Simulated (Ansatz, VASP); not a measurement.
Two plane-wave programs on SnTe3

```
Te Sn
1.0
     0.00000    3.80903    3.80903
     3.80903    0.00000    3.80903
     3.80903    3.80903    0.00000
Te Sn
3 1
Direct
  0.50000 0.50000 0.50000
  0.75000 0.75000 0.75000
  0.25000 0.25000 0.25000
  0.00000 0.00000 0.00000
```

Alike in both runs: task single point; functional r2SCAN; k mesh 6 × 6 × 6; occupations fermi-dirac, width 0.05 eV; no spin polarisation.

|  | VASP | Ansatz |
| --- | --- | --- |
| version | VASP 6.6.1 | Ansatz 0.2.0 |
| potentials or method | VASP PAW PBE potentials, release 64 (Te, Sn_d) | Ansatz PAW |
| plane-wave cutoff (eV) | 520 | 500 |
| valence electrons in the cell | 32 | 62 |

|  | VASP | Ansatz | Ansatz less VASP |
| --- | --- | --- | --- |
| gap on the k mesh at the Fermi level (eV) | none | none | - |
| pressure (GPa) | 2.2 | 2.3 | +0.03 |

VASP's potentials were made for PBE, not for r2SCAN. A gap of «none» marks a metal or a gap that the smearing closes. With one functional, cell and mesh, what is left measures potentials, basis and numerics. VASP's potentials hold 32 valence electrons a cell and Ansatz's 62, so a difference there can come from the potentials and not from the codes.

Spin-orbit coupling is off throughout.
